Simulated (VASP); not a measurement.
# GaP (F-43m) in VASP: G0W0 quasiparticle levels with PBE

Aim: the G0W0 quasiparticle levels of GaP with PBE.

Everything below comes from runs of VASP 6.6.1. Logs are shortened: lines on timing, memory, paths and dates and some standing lists are left out, and cuts for length are marked.

### Step 1. The cell of the first run

Symmetry: F-43m, No. 216, cubic system. Conventional cell: a = 5.451 Å, b = 5.451 Å, c = 5.451 Å, α = 90.00°, β = 90.00°, γ = 90.00°. Ga (site symmetry -43m) has 4 P at 2.36 Å within 3.1 Å. P (site symmetry -43m) has 4 Ga at 2.36 Å within 3.1 Å.

### Step 2. G0W0 quasiparticle levels, PBE

POSCAR reads:

```
GaP
1.0
    0.0000000000      2.7253992957      2.7253992957
    2.7253992957      0.0000000000      2.7253992957
    2.7253992957      2.7253992957      0.0000000000
Ga P
1 1
Direct
    0.0000000000      0.0000000000      0.0000000000
    0.2500000000      0.2500000000      0.2500000000
```

INCAR.step1 reads:

```
SYSTEM = GaP
ALGO = Normal ; EDIFF = 1E-8
ENCUT = 500 ; GGA = PE
ISMEAR = 0 ; LASPH = .TRUE.
LCHARG = .FALSE. ; LREAL = .FALSE.
LWAVE = .TRUE. ; NELM = 60
PREC = Accurate ; SIGMA = 0.01
```

INCAR.step2 reads:

```
SYSTEM = GaP
ALGO = Exact ; EDIFF = 1E-8
ENCUT = 500 ; GGA = PE
ISMEAR = 0 ; ISTART = 1
LASPH = .TRUE. ; LCHARG = .FALSE.
LOPTICS = .TRUE. ; LREAL = .FALSE.
LWAVE = .TRUE. ; NBANDS = 69
NELM = 1 ; PREC = Accurate
SIGMA = 0.01
```

INCAR.step3 reads:

```
SYSTEM = GaP
ALGO = EVGW0 ; EDIFF = 1E-8
ENCUT = 500 ; ENCUTGW = 80.0
GGA = PE ; ISMEAR = 0
ISTART = 1 ; LASPH = .TRUE.
LCHARG = .FALSE. ; LREAL = .FALSE.
LWAVE = .FALSE. ; NBANDS = 69
NBANDSGW = 17 ; NELMGW = 1
NOMEGA = 48 ; PREC = Accurate
PRECFOCK = Fast ; SIGMA = 0.01
```

KPOINTS reads:

```
k-points
0
G
  4 4 4
  0 0 0
```

Potentials or basis: VASP PAW PBE potentials, release 64 (Ga_d_GW, P_GW).

The run is started by

```bash
> cat potpaw_PBE.64/Ga_d_GW/POTCAR potpaw_PBE.64/P_GW/POTCAR > POTCAR
> cp INCAR.step1 INCAR
> mpirun -np 1 vasp_std > vasp.out
> cp INCAR.step2 INCAR
> mpirun -np 1 vasp_std > vasp.out
> cp INCAR.step3 INCAR
> mpirun -np 1 vasp_std > vasp.out
```

OUTCAR:

```text
SYSTEM = GaP
   EDIFF = 1E-8
   ENCUT = 500
   ENCUTGW = 80.0
   GGA = PE
   ISMEAR = 0
   ISTART = 1
   LASPH = .TRUE.
   LREAL = .FALSE.
   NELMGW = 1
   PREC = Accurate
   PRECFOCK = Fast

 ion  position               nearest neighbor table
   1  0.000  0.000  0.000-   2 2.36   2 2.36   2 2.36   2 2.36
   2  0.250  0.250  0.250-   1 2.36   1 2.36   1 2.36   1 2.36

  LATTYP: Found a face centered cubic cell.
 ALAT       =     5.4507985914

  Lattice vectors:

 A1 = (   0.0000000000,   2.7253992957,   2.7253992957)
 A2 = (   2.7253992957,   0.0000000000,   2.7253992957)
 A3 = (   2.7253992957,   2.7253992957,   0.0000000000)

Analysis of symmetry for initial positions (statically):
=====================================================================
 Subroutine PRICEL returns:
 Original cell was already a primitive cell.

 Routine SETGRP: Setting up the symmetry group for a
 face centered cubic supercell.

 Subroutine GETGRP returns: Found 24 space group operations
 (whereof 24 operations were pure point group operations)
 out of a pool of 48 trial point group operations.

The static configuration has the point symmetry T_d .

Analysis of symmetry for dynamics (positions and initial velocities):
=====================================================================
 Subroutine PRICEL returns:
 Original cell was already a primitive cell.

 Routine SETGRP: Setting up the symmetry group for a
 face centered cubic supercell.

 Subroutine GETGRP returns: Found 24 space group operations
 (whereof 24 operations were pure point group operations)
 out of a pool of 48 trial point group operations.

The dynamic configuration has the point symmetry T_d .

 Subroutine INISYM returns: Found 24 space group operations
 (whereof 24 operations are pure point group operations),
 and found     1 'primitive' translations

----------------------------------------------------------------------------------------

                                     Primitive cell

  volume of cell :      40.4874

  direct lattice vectors                    reciprocal lattice vectors
     0.000000000  2.725399296  2.725399296    -0.183459356  0.183459356  0.183459356
     2.725399296  0.000000000  2.725399296     0.183459356 -0.183459356  0.183459356
     2.725399296  2.725399296  0.000000000     0.183459356  0.183459356 -0.183459356

  length of vectors
     3.854296647  3.854296647  3.854296647     0.317760926  0.317760926  0.317760926

  position of ions in fractional coordinates (direct lattice)
     0.000000000  0.000000000  0.000000000
     0.250000000  0.250000000  0.250000000

  ion indices of the primitive-cell ions
   primitive index   ion index
                 1           1
                 2           2

----------------------------------------------------------------------------------------

 KPOINTS: k-points

Automatic generation of k-mesh.
 Grid dimensions read from file:
 generate k-points for:    4    4    4

 Generating k-lattice:

  Cartesian coordinates                     Fractional coordinates (reciprocal lattice)
    -0.045864839  0.045864839  0.045864839     0.250000000  0.000000000  0.000000000
     0.045864839 -0.045864839  0.045864839     0.000000000  0.250000000  0.000000000
     0.045864839  0.045864839 -0.045864839     0.000000000  0.000000000  0.250000000

  Length of vectors
     0.079440231  0.079440231  0.079440231

  Shift w.r.t. Gamma in fractional coordinates (k-lattice)
     0.000000000  0.000000000  0.000000000

 Subroutine IBZKPT returns following result:
 ===========================================

 Found      8 irreducible k-points:

 Following reciprocal coordinates:
            Coordinates               Weight
  0.000000  0.000000  0.000000      1.000000
  0.250000  0.000000  0.000000      8.000000
  0.500000  0.000000  0.000000      4.000000
  0.250000  0.250000  0.000000      6.000000
  0.500000  0.250000  0.000000     24.000000
 -0.250000  0.250000  0.000000     12.000000
  0.500000  0.500000  0.000000      3.000000
 -0.250000  0.500000  0.250000      6.000000
   k-points           NKPTS =      8   k-points in BZ     NKDIM =     64   number of bands    NBANDS=     69
   number of dos      NEDOS =    301   number of ions     NIONS =      2
   total plane-waves  NPLWV =  21952
   dimension x,y,z NGX =    28 NGY =   28 NGZ =   28
   dimension x,y,z NGXF=    56 NGYF=   56 NGZF=   56
   ions per type =               1   1
   NGX,Y,Z   is equivalent  to a cutoff of  12.08, 12.08, 12.08 a.u.
   NGXF,Y,Z  is equivalent  to a cutoff of  24.15, 24.15, 24.15 a.u.
 SYSTEM =  GaP
   PREC   = accura    normal or accurate (medium, high low for compatibility)
   ISTART =      1    job   : 0-new  1-cont  2-samecut
   ICHARG =      0    charge: 1-file 2-atom 10-const
   ISPIN  =      1    spin polarized calculation?
   LNONCOLLINEAR =      F non collinear calculations
   LSORBIT =      F    spin-orbit coupling
   LASPH  =      T    aspherical Exc in radial PAW
   ENCUT  =  500.0 eV  36.75 Ry    6.06 a.u.   7.03  7.03  7.03*2*pi/ulx,y,z
   NELM   =     60;   NELMIN=  2; NELMDL=  0     # of ELM steps
   EDIFF  = 0.1E-07   stopping-criterion for ELM
   LREAL  =      F    real-space projection
   EDIFFG = 0.1E-06   stopping-criterion for IOM
   NSW    =      0    number of steps for IOM
   IBRION =     -1    ionic relax: 0-MD 1-quasi-New 2-CG
   NFREE  =      0    steps in history (QN), initial steepest desc. (CG)
   ISIF   =      0    stress and relaxation
   ISYM   =      3    0-nonsym 1-usesym 2-fastsym
   POTIM  = 0.5000    time-step for ionic-motion
   TEBEG  =    0.0;   TEEND  =   0.0 temperature during run
   PSTRESS=    0.0 pullay stress
   NELECT =      18.0000    total number of electrons
   NUPDOWN=      -1.0000    fix difference up-down
   EMIN   =  10.00;   EMAX   =-10.00  energy-range for DOS
   EFERMI =   0.00;   METHOD = LEGACY
   ISMEAR =     0;   SIGMA  =   0.01  broadening in eV -4-tet -1-fermi 0-gaus
   EFERMI_NEDOS =   21; number of points for ismear=-14 and -15
   IALGO  =     38    algorithm
   IMIX   =      4    mixing-type and parameters
     AMIX     =   0.40;   BMIX     =  1.00
     AMIX_MAG =   1.60;   BMIX_MAG =  1.00
  volume/ion in A,a.u.               =      20.24       136.61
  Fermi-wavevector in a.u.,A,eV,Ry     =   1.249469  2.361154 21.241049  1.561173
  Thomas-Fermi vector in A             =   2.383508
   LORBIT       =      0    0 simple, 1 ext, 2 COOP (PROOUT), +10 PAW based schemes
   GGA     = PE    functional components
   LHFCALC =     T    Hartree Fock is set to
   PRECFOCK=fast      Normal, Fast or Accurate (Low or Medium for compatibility)
   ENCUT4O =  -1.0   cutoff for four orbital integrals eV
   NKREDX  =     1    reduce k-point grid by
   NKREDY  =     1    reduce k-point grid by
   NKREDZ  =     1    reduce k-point grid by
   AEXX    =    1.0000 exact exchange contribution
   HFSCREEN=    0.0000 screening length (either q_TF or 0.3 A-1)
   HFSCREENC=   0.0000 screening length for correlation (either q_TF or 0.3 A-1)
   ENCUTFOCK=  -1.0 apply spherical cutoff to Coloumb kernel
   IVDW    =     0    specifies the selected vdW correction
   LEPSILON=     F    determine dielectric tensor
   LRPA    =     F    only Hartree local field effects (RPA)
   LRPAFORCE           =     F    calculate RPA forces
   ENCUTGW             =  80.0    cutoff for response function in eV
   ENCUTGWSOFT         =  64.0    soft cutoff for Coulomb kernel in GW response function in eV
   ENCUTLF             =  -1.0    cutoff for local field effects
   NELMGW              =     1    number of iterations in solving QP/BSE equation
   NELMHF              =     1    number of iterations in the inner HF iteration
   NKREDLFX            =     1    NKREDLFY  =   1   NKREDLFZ  =   1
 non-spin polarized calculation
 Gauss-broadening in eV      SIGMA  =   0.01
  energy-cutoff  :      500.00
  volume of cell :       40.49
 maximum number of plane-waves:      1056
  NGX = 16; NGY = 16; NGZ = 16
   NGX = 13   NGY = 13   NGZ = 13
 maximum number of plane-waves:        70
 NGX is ok and might be reduce to    14

 QP shifts <psi_nk| G(iteration)W_0 |psi_nk>: iteration 1
 for sc-GW calculations column KS-energies equals QP-energies in previous step
 and V_xc(KS)=  KS-energies - (<T + V_ion + V_H > + <T+V_H+V_ion>^1  + <V_x>^1)

 k-point   1 :       0.0000    0.0000    0.0000
  band No.  KS-energies  QP-energies   sigma(KS)   V_xc(KS)     V^pw_x(r,r')   Z            occupation Imag(sigma)

      1     -10.1884     -13.2214     -26.0824     -21.6816     -35.0056       0.6892       2.0000       0.2433
      2     -10.1884     -13.2214     -26.0824     -21.6816     -35.0056       0.6892       2.0000       0.2433
      3     -10.1884     -13.2214     -26.0824     -21.6816     -35.0056       0.6892       2.0000       0.2433
      4     -10.0904     -13.1646     -26.2530     -21.8041     -35.1390       0.6910       2.0000       0.2090
      5     -10.0904     -13.1646     -26.2530     -21.8041     -35.1390       0.6910       2.0000       0.2090
      6      -8.0954      -8.4288     -11.8769     -11.3612     -18.6674       0.6465       2.0000       1.0648
[... 9 lines left out ...]
     16      14.1087      14.5217     -10.2782     -10.8308      -5.0048       0.7474       0.0000      -0.2686
     17      16.8211      16.8006      -8.2507      -8.2234      -2.4418       0.7523       0.0000      -0.5026

 k-point   2 :       0.2500    0.0000    0.0000
  band No.  KS-energies  QP-energies   sigma(KS)   V_xc(KS)     V^pw_x(r,r')   Z            occupation Imag(sigma)

      1     -10.2316     -13.1915     -25.7671     -21.4601     -34.6777       0.6872       2.0000       0.2648
      2     -10.1741     -13.2151     -26.1160     -21.7088     -35.0393       0.6900       2.0000       0.2418
      3     -10.1741     -13.2151     -26.1160     -21.7088     -35.0393       0.6900       2.0000       0.2418
      4     -10.0896     -13.1719     -26.2544     -21.8062     -35.1436       0.6929       2.0000       0.2091
      5     -10.0896     -13.1719     -26.2544     -21.8062     -35.1436       0.6929       2.0000       0.2091
      6      -7.3198      -7.7051     -12.3033     -11.7327     -18.8630       0.6753       2.0000       0.9946
[... 9 lines left out ...]
     16      14.3144      14.2766      -7.9544      -7.9047      -2.4757       0.7601       0.0000      -0.3470
     17      17.4791      17.6474      -8.8510      -9.0747      -2.9312       0.7519       0.0000      -0.5662

 k-point   3 :       0.5000    0.0000    0.0000
  band No.  KS-energies  QP-energies   sigma(KS)   V_xc(KS)     V^pw_x(r,r')   Z            occupation Imag(sigma)

      1     -10.2690     -13.1798     -25.5675     -21.3209     -34.4725       0.6854       2.0000       0.2797
      2     -10.1644     -13.2094     -26.1319     -21.7212     -35.0517       0.6904       2.0000       0.2400
      3     -10.1644     -13.2094     -26.1319     -21.7212     -35.0517       0.6904       2.0000       0.2400
      4     -10.0837     -13.1733     -26.2727     -21.8241     -35.1696       0.6945       2.0000       0.2105
      5     -10.0837     -13.1733     -26.2727     -21.8241     -35.1696       0.6945       2.0000       0.2105
      6      -6.0268      -6.4265     -13.0228     -12.4492     -19.2276       0.6969       2.0000       0.8439
[... 9 lines left out ...]
     16      15.9993      16.4878     -10.2802     -10.9303      -4.3572       0.7514       0.0000      -0.4969
     17      17.9639      18.1681     -10.1310     -10.4023      -3.9529       0.7528       0.0000      -0.7096

 k-point   4 :       0.2500    0.2500    0.0000
  band No.  KS-energies  QP-energies   sigma(KS)   V_xc(KS)     V^pw_x(r,r')   Z            occupation Imag(sigma)

      1     -10.2545     -13.1996     -25.7120     -21.4229     -34.6256       0.6867       2.0000       0.2686
      2     -10.1573     -13.2152     -26.1613     -21.7441     -35.0867       0.6923       2.0000       0.2402
      3     -10.1573     -13.2152     -26.1613     -21.7441     -35.0867       0.6923       2.0000       0.2402
      4     -10.1069     -13.1569     -26.1923     -21.7562     -35.0746       0.6875       2.0000       0.2116
      5     -10.0799     -13.1727     -26.2745     -21.8246     -35.1680       0.6950       2.0000       0.2082
      6      -7.0582      -7.4337     -12.3470     -11.7858     -18.8207       0.6690       2.0000       0.9686
[... 37 lines left out ...]
      2     -10.1601     -13.2134     -26.1463     -21.7279     -35.0635       0.6910       2.0000       0.2374
      3     -10.1554     -13.2146     -26.1637     -21.7488     -35.0907       0.6929       2.0000       0.2412
      4     -10.0922     -13.1639     -26.2415     -21.7967     -35.1309       0.6911       2.0000       0.2091
      5     -10.0889     -13.1743     -26.2498     -21.8033     -35.1417       0.6939       2.0000       0.2099
      6      -6.2148      -6.6040     -12.7561     -12.1881     -18.9816       0.6851       2.0000       0.8595
[... 9 lines left out ...]
     16      17.6607      18.1224     -10.3849     -11.0029      -4.1115       0.7471       0.0000      -0.6596
     17      17.9803      18.1719      -8.7462      -9.0008      -2.8024       0.7524       0.0000      -0.5648

 k-point   7 :       0.5000    0.5000    0.0000
  band No.  KS-energies  QP-energies   sigma(KS)   V_xc(KS)     V^pw_x(r,r')   Z            occupation Imag(sigma)

      1     -10.3043     -13.1956     -25.5400     -21.3051     -34.4546       0.6827       2.0000       0.2816
      2     -10.1263     -13.1638     -26.1204     -21.6999     -34.9982       0.6871       2.0000       0.2156
      3     -10.1242     -13.2130     -26.2452     -21.8133     -35.1754       0.6970       2.0000       0.2371
      4     -10.1242     -13.2130     -26.2452     -21.8133     -35.1754       0.6970       2.0000       0.2371
      5     -10.0692     -13.1728     -26.2944     -21.8450     -35.1948       0.6975       2.0000       0.2067
      6      -5.1227      -5.4684     -13.1757     -12.6749     -19.1286       0.6904       2.0000       0.7299
[... 9 lines left out ...]
     16      17.2922      17.6870     -10.5527     -11.0734      -4.6428       0.7582       0.0000      -0.5754
     17      17.2922      17.6870     -10.5527     -11.0734      -4.6428       0.7582       0.0000      -0.5754

 k-point   8 :      -0.2500    0.5000    0.2500
  band No.  KS-energies  QP-energies   sigma(KS)   V_xc(KS)     V^pw_x(r,r')   Z            occupation Imag(sigma)

      1     -10.2852     -13.1718     -25.5528     -21.3227     -34.4732       0.6824       2.0000       0.2829
      2     -10.1508     -13.2172     -26.1829     -21.7573     -35.1036       0.6929       2.0000       0.2361
      3     -10.1297     -13.1980     -26.1984     -21.7755     -35.1210       0.6937       2.0000       0.2348
      4     -10.1058     -13.1684     -26.2178     -21.7779     -35.1081       0.6898       2.0000       0.2130
      5     -10.0821     -13.1654     -26.2591     -21.8144     -35.1538       0.6937       2.0000       0.2079
      6      -5.0301      -5.3907     -13.3690     -12.8510     -19.3210       0.6960       2.0000       0.7153
[... 9 lines left out ...]
     16      18.0434      18.6241     -10.4144     -11.1972      -4.0444       0.7419       0.0000      -0.6682
     17      18.2366      18.5032      -9.8726     -10.2271      -3.7256       0.7519       0.0000      -0.6692
```

Run time: 47 s. Hardware: 1 thread of Intel Xeon 6975P-C (Granite Rapids), shared host; peak memory 0.37 GiB.

What came out:

```yaml
Quasiparticle_gap: 1.97 eV
Least_direct_quasiparticle_gap: 2.74 eV
Band_gap_of_the_starting_levels_on_the_mesh: 1.63 eV
Least_direct_gap_of_the_starting_levels_on_the_mesh: 1.81 eV
```

Caveat: the k points lie up to 0.50 Å⁻¹ apart; bands, screening cutoff and mesh are small and nothing is extrapolated, so the quasiparticle values aren't converged.
